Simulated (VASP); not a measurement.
# Na2S (Fm-3m) in VASP: settings compared

Aim: see how the results for Na2S move with the level of theory and the settings. Levels: PBE, r2SCAN, HSE06, PBE0. Tasks: single point.

Program: VASP 6.6.1. These are calculated values, not measurements. Logs are shortened: lines on timing, memory, paths and dates and some standing lists are left out, and cuts for length are marked.

**1. The cell of the first run**

Symmetry: Fm-3m, No. 225, cubic system. The conventional cell has a = 6.511 Å, b = 6.511 Å, c = 6.511 Å, α = 90.00°, β = 90.00°, γ = 90.00°. Na (site symmetry -43m) has 4 S at 2.82 Å and 6 Na at 3.26 Å within 3.7 Å. Within 3.7 Å of S (site symmetry m-3m) lie 8 Na at 2.82 Å.

**2. Single point, PBE**

File INCAR:

```
ALGO     = Normal         # electronic algorithm
EDIFF    = 1E-6           # SCF threshold, eV
ENCUT    = 500            # plane-wave cutoff, eV
GGA      = PE             # functional
GGA_COMPAT= F            
ISIF     = 2              # what is computed and relaxed
ISMEAR   = 0              # smearing method
LASPH    = T              # aspherical terms in the spheres
LCHARG   = F              # write CHGCAR
LREAL    = F              # projectors in reciprocal space
LWAVE    = F              # write WAVECAR
NBANDS   = 17             # bands
NELM     = 120            # most SCF steps
PREC     = Accurate       # precision mode
SIGMA    = 0.01           # smearing width, eV
```

File KPOINTS:

```
k-points
0
Gamma
  4 4 4
```

File POSCAR:

```
Na2S
1.0
    0.0000000000      3.2554286135      3.2554286135
    3.2554286135      0.0000000000      3.2554286135
    3.2554286135      3.2554286135      0.0000000000
Na S
2 1
Direct
    0.2500000000      0.2500000000      0.2500000000
    0.7500000000      0.7500000000      0.7500000000
    0.0000000000      0.0000000000      0.0000000000
```

Potentials or basis: VASP PAW PBE potentials, release 64 (Na_pv, S).

Command:

```bash
> cat potpaw_PBE.64/Na_pv/POTCAR potpaw_PBE.64/S/POTCAR > POTCAR
> mpirun -np 1 vasp_std > vasp.out
```

OUTCAR:

```text
EDIFF = 1E-6
   ENCUT = 500
   GGA = PE
   ISIF = 2
   ISMEAR = 0
   LASPH = T
   LREAL = F
   NELM = 120
   PREC = Accurate

 ion  position               nearest neighbor table
   1  0.250  0.250  0.250-
   2  0.750  0.750  0.750-
   3  0.000  0.000  0.000-

  LATTYP: Found a face centered cubic cell.
 ALAT       =     6.5108572270

  Lattice vectors:

 A1 = (   0.0000000000,   3.2554286135,   3.2554286135)
 A2 = (   3.2554286135,   0.0000000000,   3.2554286135)
 A3 = (   3.2554286135,   3.2554286135,   0.0000000000)

Analysis of symmetry for initial positions (statically):
=====================================================================
 Subroutine PRICEL returns:
 Original cell was already a primitive cell.

 Routine SETGRP: Setting up the symmetry group for a
 face centered cubic supercell.

 Subroutine GETGRP returns: Found 48 space group operations
 (whereof 48 operations were pure point group operations)
 out of a pool of 48 trial point group operations.

The static configuration has the point symmetry O_h .

Analysis of symmetry for dynamics (positions and initial velocities):
=====================================================================
 Subroutine PRICEL returns:
 Original cell was already a primitive cell.

 Routine SETGRP: Setting up the symmetry group for a
 face centered cubic supercell.

 Subroutine GETGRP returns: Found 48 space group operations
 (whereof 48 operations were pure point group operations)
 out of a pool of 48 trial point group operations.

The dynamic configuration has the point symmetry O_h .

 Subroutine INISYM returns: Found 48 space group operations
 (whereof 48 operations are pure point group operations),
 and found     1 'primitive' translations

----------------------------------------------------------------------------------------

                                     Primitive cell

  volume of cell :      69.0009

  direct lattice vectors                    reciprocal lattice vectors
     0.000000000  3.255428613  3.255428613    -0.153589607  0.153589607  0.153589607
     3.255428613  0.000000000  3.255428613     0.153589607 -0.153589607  0.153589607
     3.255428613  3.255428613  0.000000000     0.153589607  0.153589607 -0.153589607

  length of vectors
     4.603871297  4.603871297  4.603871297     0.266025002  0.266025002  0.266025002

  position of ions in fractional coordinates (direct lattice)
     0.250000000  0.250000000  0.250000000
     0.750000000  0.750000000  0.750000000
     0.000000000  0.000000000  0.000000000

  ion indices of the primitive-cell ions
   primitive index   ion index
                 1           1
                 2           2
                 3           3

----------------------------------------------------------------------------------------

 KPOINTS: k-points

Automatic generation of k-mesh.
 Grid dimensions read from file:
 generate k-points for:    4    4    4

 Generating k-lattice:

  Cartesian coordinates                     Fractional coordinates (reciprocal lattice)
    -0.038397402  0.038397402  0.038397402     0.250000000  0.000000000  0.000000000
     0.038397402 -0.038397402  0.038397402     0.000000000  0.250000000  0.000000000
     0.038397402  0.038397402 -0.038397402     0.000000000  0.000000000  0.250000000

  Length of vectors
     0.066506251  0.066506251  0.066506251

  Shift w.r.t. Gamma in fractional coordinates (k-lattice)
     0.000000000  0.000000000  0.000000000

 Subroutine IBZKPT returns following result:
 ===========================================

 Found      8 irreducible k-points:

 Following reciprocal coordinates:
            Coordinates               Weight
  0.000000  0.000000  0.000000      1.000000
  0.250000  0.000000  0.000000      8.000000
  0.500000  0.000000  0.000000      4.000000
  0.250000  0.250000  0.000000      6.000000
  0.500000  0.250000  0.000000     24.000000
 -0.250000  0.250000  0.000000     12.000000
  0.500000  0.500000  0.000000      3.000000
 -0.250000  0.500000  0.250000      6.000000
   k-points           NKPTS =      8   k-points in BZ     NKDIM =      8   number of bands    NBANDS=     17
   number of dos      NEDOS =    301   number of ions     NIONS =      3
   total plane-waves  NPLWV =  46656
   dimension x,y,z NGX =    36 NGY =   36 NGZ =   36
   dimension x,y,z NGXF=    72 NGYF=   72 NGZF=   72
   ions per type =               2   1
   NGX,Y,Z   is equivalent  to a cutoff of  13.00, 13.00, 13.00 a.u.
   NGXF,Y,Z  is equivalent  to a cutoff of  26.00, 26.00, 26.00 a.u.
 SYSTEM =  unknown system
   PREC   = accura    normal or accurate (medium, high low for compatibility)
   ISTART =      0    job   : 0-new  1-cont  2-samecut
   ICHARG =      2    charge: 1-file 2-atom 10-const
   ISPIN  =      1    spin polarized calculation?
   LNONCOLLINEAR =      F non collinear calculations
   LSORBIT =      F    spin-orbit coupling
   LASPH  =      T    aspherical Exc in radial PAW
   ENCUT  =  500.0 eV  36.75 Ry    6.06 a.u.   8.39  8.39  8.39*2*pi/ulx,y,z
   NELM   =    120;   NELMIN=  2; NELMDL= -5     # of ELM steps
   EDIFF  = 0.1E-05   stopping-criterion for ELM
   LREAL  =      F    real-space projection
   EDIFFG = 0.1E-04   stopping-criterion for IOM
   NSW    =      0    number of steps for IOM
   IBRION =     -1    ionic relax: 0-MD 1-quasi-New 2-CG
   NFREE  =      0    steps in history (QN), initial steepest desc. (CG)
   ISIF   =      2    stress and relaxation
   ISYM   =      2    0-nonsym 1-usesym 2-fastsym
   POTIM  = 0.5000    time-step for ionic-motion
   TEBEG  =    0.0;   TEEND  =   0.0 temperature during run
   PSTRESS=    0.0 pullay stress
   NELECT =      20.0000    total number of electrons
   NUPDOWN=      -1.0000    fix difference up-down
   EMIN   =  10.00;   EMAX   =-10.00  energy-range for DOS
   EFERMI =   0.00;   METHOD = LEGACY
   ISMEAR =     0;   SIGMA  =   0.01  broadening in eV -4-tet -1-fermi 0-gaus
   EFERMI_NEDOS =   21; number of points for ismear=-14 and -15
   IALGO  =     38    algorithm
   IMIX   =      4    mixing-type and parameters
     AMIX     =   0.40;   BMIX     =  1.00
     AMIX_MAG =   1.60;   BMIX_MAG =  1.00
  volume/ion in A,a.u.               =      23.00       155.21
  Fermi-wavevector in a.u.,A,eV,Ry     =   1.083428  2.047382 15.970734  1.173816
  Thomas-Fermi vector in A             =   2.219494
   LORBIT       =      0    0 simple, 1 ext, 2 COOP (PROOUT), +10 PAW based schemes
   GGA     = PE    functional components
   LHFCALC =     F    Hartree Fock is set to
   AEXX    =    0.0000 exact exchange contribution
   IVDW    =     0    specifies the selected vdW correction
   LEPSILON=     F    determine dielectric tensor
   LRPA    =     F    only Hartree local field effects (RPA)
 non-spin polarized calculation
 Gauss-broadening in eV      SIGMA  =   0.01
  energy-cutoff  :      500.00
  volume of cell :       69.00
 maximum number of plane-waves:      1807
 NGX is ok and might be reduce to    36
   NGX = 17   NGY = 17   NGZ = 17

 number of electron      19.9999984 magnetization

 Free energy of the ion-electron system (eV)
  ---------------------------------------------------
  ext. energy  EPLUGINS =         0.00000000
  ---------------------------------------------------
  free energy    TOTEN  =        -9.96750905 eV

  energy without entropy =       -9.96750905  energy(sigma->0) =       -9.96750905

 E-fermi :   0.3153     XC(G=0):  -7.8721

 val. band max:        0.2499224391   @ k =   0.0000   0.0000   0.0000
 cond. band min:       2.7822401478   @ k =   0.0000   0.0000   0.0000
 fundamental gap:      2.5323177088
 Fermi energy:         0.3153171881

 k-point     1 :       0.0000    0.0000    0.0000
  band No.  band energies     occupation
      1     -21.9655      2.00000
      2     -21.9655      2.00000
      3     -21.9655      2.00000
      4     -21.9095      2.00000
      5     -21.9095      2.00000
      6     -21.9095      2.00000
[... 9 lines left out ...]
     16       9.6381      0.00000
     17      11.5480      0.00000

 k-point     2 :       0.2500    0.0000    0.0000
  band No.  band energies     occupation
      1     -21.9602      2.00000
      2     -21.9578      2.00000
      3     -21.9578      2.00000
      4     -21.9215      2.00000
      5     -21.9182      2.00000
      6     -21.9182      2.00000
[... 9 lines left out ...]
     16       9.4412      0.00000
     17      10.6469      0.00000

 k-point     3 :       0.5000    0.0000    0.0000
  band No.  band energies     occupation
      1     -21.9469      2.00000
      2     -21.9413      2.00000
      3     -21.9393      2.00000
      4     -21.9393      2.00000
      5     -21.9376      2.00000
      6     -21.9376      2.00000
[... 9 lines left out ...]
     16      11.7143      0.00000
     17      11.7143      0.00000

 k-point     4 :       0.2500    0.2500    0.0000
  band No.  band energies     occupation
      1     -21.9714      2.00000
      2     -21.9714      2.00000
      3     -21.9515      2.00000
      4     -21.9304      2.00000
      5     -21.9057      2.00000
      6     -21.9057      2.00000
[... 9 lines left out ...]
     16      10.4609      0.00000
     17      12.8003      0.00000

 k-point     5 :       0.5000    0.2500    0.0000
  band No.  band energies     occupation
      1     -21.9773      2.00000
      2     -21.9673      2.00000
      3     -21.9656      2.00000
      4     -21.9140      2.00000
      5     -21.9124      2.00000
      6     -21.9077      2.00000
[... 9 lines left out ...]
     16      11.8084      0.00000
     17      12.3683      0.00000

 k-point     6 :      -0.2500    0.2500    0.0000
  band No.  band energies     occupation
      1     -21.9785      2.00000
      2     -21.9478      2.00000
      3     -21.9433      2.00000
      4     -21.9365      2.00000
      5     -21.9337      2.00000
      6     -21.9021      2.00000
[... 9 lines left out ...]
     16      11.2434      0.00000
     17      12.2953      0.00000

 k-point     7 :       0.5000    0.5000    0.0000
  band No.  band energies     occupation
      1     -21.9930      2.00000
      2     -21.9772      2.00000
      3     -21.9772      2.00000
      4     -21.9020      2.00000
      5     -21.9020      2.00000
      6     -21.8951      2.00000
[... 9 lines left out ...]
     16      12.0624      0.00000
     17      12.3145      0.00000

 k-point     8 :      -0.2500    0.5000    0.2500
  band No.  band energies     occupation
      1     -21.9879      2.00000
      2     -21.9824      2.00000
      3     -21.9397      2.00000
      4     -21.9397      2.00000
      5     -21.8989      2.00000
      6     -21.8982      2.00000
[... 9 lines left out ...]
     16      10.9213      0.00000
     17      12.3055      0.00000

------------------------ aborting loop because EDIFF is reached ----------------------------------------

  FORCE on cell =-STRESS in cart. coord.  units (eV):
  Direction    XX          YY          ZZ          XY          YZ          ZX
  --------------------------------------------------------------------------------------
  -------------------------------------------------------------------------------------
  Total        0.3739191      0.3739191      0.3739191     -0.0000000      0.0000000      0.0000000
  in kB        8.6822777      8.6822777      8.6822777     -0.0000000      0.0000000      0.0000000
  external PRESSURE =       8.6822777 kB  Pullay stress =       0.0000000 kB

 VOLUME and BASIS-vectors are now :
 -----------------------------------------------------------------------------
  energy-cutoff  :      500.00
  volume of cell :       69.00
      direct lattice vectors                 reciprocal lattice vectors
     0.000000000  3.255428613  3.255428613    -0.153589607  0.153589607  0.153589607
     3.255428613  0.000000000  3.255428613     0.153589607 -0.153589607  0.153589607
     3.255428613  3.255428613  0.000000000     0.153589607  0.153589607 -0.153589607

 POSITION                                       TOTAL-FORCE (eV/Angst)
 -----------------------------------------------------------------------------------
      1.62771      1.62771      1.62771        -0.000000     -0.000000     -0.000000
      4.88314      4.88314      4.88314         0.000000      0.000000      0.000000
      0.00000      0.00000      0.00000         0.000000      0.000000      0.000000
 -----------------------------------------------------------------------------------
    total drift:                                0.000000      0.000000      0.000000

  FREE ENERGIE OF THE ION-ELECTRON SYSTEM (eV)
  ---------------------------------------------------
  free  energy   TOTEN  =        -9.9675090531 eV

  energy  without entropy=       -9.9675090531  energy(sigma->0) =       -9.96750905
```

Run time: 5.4 s. Hardware: 1 thread of Intel Xeon 6975P-C (Granite Rapids), shared host; peak memory 0.19 GiB.

What came out:

```
Free energy            : -9.9675 eV
Pressure               : 0.9 GPa
Band gap on the k mesh : 2.53 eV
```

Levels at points of the mesh, in eV from the valence-band top:
```
           k point  band 8  band 9  band 10  band 11  band 12  band 13
(0.00, 0.00, 0.00)    0.00    0.00     0.00     2.53     7.79     7.79
(0.50, 0.00, 0.00)   -1.66   -0.13    -0.13     4.85     6.51     7.18
(0.50, 0.50, 0.00)   -1.49   -0.46    -0.46     3.85     6.05     8.57
```

Expect the measured gap to be larger: semilocal functionals such as PBE lack the derivative discontinuity.

**3. Single point, PBE**

File INCAR:

```
SYSTEM = Na2S
ALGO = Normal ; EDIFF = 1E-6
ENCUT = 500 ; GGA = PE
GGA_COMPAT = .False. ; ISIF = 2
ISMEAR = 0 ; LASPH = .True.
LCHARG = .True. ; LELF = .True.
LREAL = .False. ; LVHAR = .True.
LWAVE = .False. ; NBANDS = 17
NELM = 120 ; PREC = Accurate
SIGMA = 0.01
```

File KPOINTS:

```
k-points
0
Gamma
  4 4 4
  0 0 0
```

POSCAR is that of step 2.

Potentials or basis: VASP PAW PBE potentials, release 64 (Na_pv, S).

Command:

```bash
> cat potpaw_PBE.64/Na_pv/POTCAR potpaw_PBE.64/S/POTCAR > POTCAR
> mpirun -np 1 vasp_std > vasp.out
```

It took 6 s on 1 thread of Intel Xeon 6975P-C (Granite Rapids), shared host; peak memory 0.19 GiB.

Results (log left out):

```yaml
Free_energy: -9.9675 eV
Pressure: 0.9 GPa
Band_gap_on_the_k_mesh: 2.53 eV
```

Levels at points of the mesh, in eV from the valence-band top:
```tsv
k point	band 6	band 7	band 8	band 9	band 10	band 11	band 12	band 13	band 14	band 15
(0.00, 0.00, 0.00)	-22.16	-10.16	0.00	0.00	0.00	2.53	7.79	7.79	7.79	9.39
(0.50, 0.00, 0.00)	-22.19	-9.91	-1.66	-0.13	-0.13	4.85	6.51	7.18	7.18	11.29
(0.50, 0.50, 0.00)	-22.14	-9.83	-1.49	-0.46	-0.46	3.85	6.05	8.57	9.86	9.86
```

**4. Single point, PBE**

File INCAR:

```
PREC     = Accurate       # precision mode
ENCUT    = 500            # plane-wave cutoff, eV
EDIFF    = 1E-6           # SCF threshold, eV
ISMEAR   = 0              # smearing method
SIGMA    = 0.01           # smearing width, eV
LREAL    = False          # projectors in reciprocal space
LASPH    = True           # aspherical terms in the spheres
NELM     = 120            # most SCF steps
ALGO     = Normal         # electronic algorithm
ISIF     = 2              # what is computed and relaxed
LWAVE    = False          # write WAVECAR
LCHARG   = False          # write CHGCAR
GGA      = PE             # functional
NBANDS   = 17             # bands
GGA_COMPAT= False
```

File KPOINTS:

```
regular mesh
0
Gamma
  6 6 6
```

POSCAR is that of step 3.

Command:

```bash
> cat potpaw_PBE.64/Na_pv/POTCAR potpaw_PBE.64/S/POTCAR > POTCAR
> mpirun -np 1 vasp_std > vasp.out
```

Run time: 9.7 s. Hardware: 1 thread of Intel Xeon 6975P-C (Granite Rapids), shared host; peak memory 0.19 GiB.

The run converged. Its results:

```
Free energy            : -9.9712 eV
Pressure               : 0.8 GPa
Band gap on the k mesh : 2.53 eV
```

Levels at points of the mesh, in eV from the valence-band top:
| k point | band 8 | band 9 | band 10 | band 11 | band 12 | band 13 |
| --- | --- | --- | --- | --- | --- | --- |
| (0.00, 0.00, 0.00) | 0.00 | 0.00 | 0.00 | 2.53 | 7.79 | 7.79 |
| (0.50, 0.00, 0.00) | -1.66 | -0.13 | -0.13 | 4.85 | 6.51 | 7.18 |
| (0.50, 0.50, 0.00) | -1.49 | -0.46 | -0.46 | 3.85 | 6.05 | 8.57 |

A hybrid or GW would open this gap; PBE tends to underestimate it.

(Part 1 of 3 ends here.)
